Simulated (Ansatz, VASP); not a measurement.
## LiH3 in VASP and in Ansatz

```xyz
4
Lattice="0.0000 2.7163 2.7163 2.7163 0.0000 2.7163 2.7163 2.7163 0.0000" Properties=species:S:1:pos:R:3 pbc="T T T"
Li    0.0000    0.0000    0.0000
H     1.3582    1.3582    1.3582
H     4.0745    4.0745    4.0745
H     2.7163    2.7163    2.7163
```

Change from the starting cell: species swapped into the Li3Hg type (Fm-3m, No. 225).

Alike in both runs: task relaxation of cell and atoms; functional PBE; k mesh 6 × 6 × 6; occupations gaussian, width 0.1 eV; no spin polarisation.

```csv
,VASP,Ansatz
version,VASP 6.6.1,Ansatz 0.2.0
potentials or method,"VASP PAW PBE potentials, release 64 (Li_sv, H_h), cutoff 1230 eV","scalar-relativistic, plane waves, PAW"
valence electrons in the cell,6,6
```

Ansatz gave:

* gap on the k mesh at the Fermi level, each at its own relaxed structure (eV): none
* relaxed volume (Å³/atom): 5.19
* relaxed length of the cell vector where the two differ most in proportion (Å): 3.084

Task: What did VASP give for the same quantities?

Result: gap on the k mesh at the Fermi level, each at its own relaxed structure (eV): none; relaxed volume (Å³/atom): 5.10; relaxed length of the cell vector where the two differ most in proportion (Å): 3.067.

A gap of «none» marks a metal or a gap that the smearing closes.

Noted on VASP's run: the volume moved by over 15 % at a fixed basis, so the end points are rough.
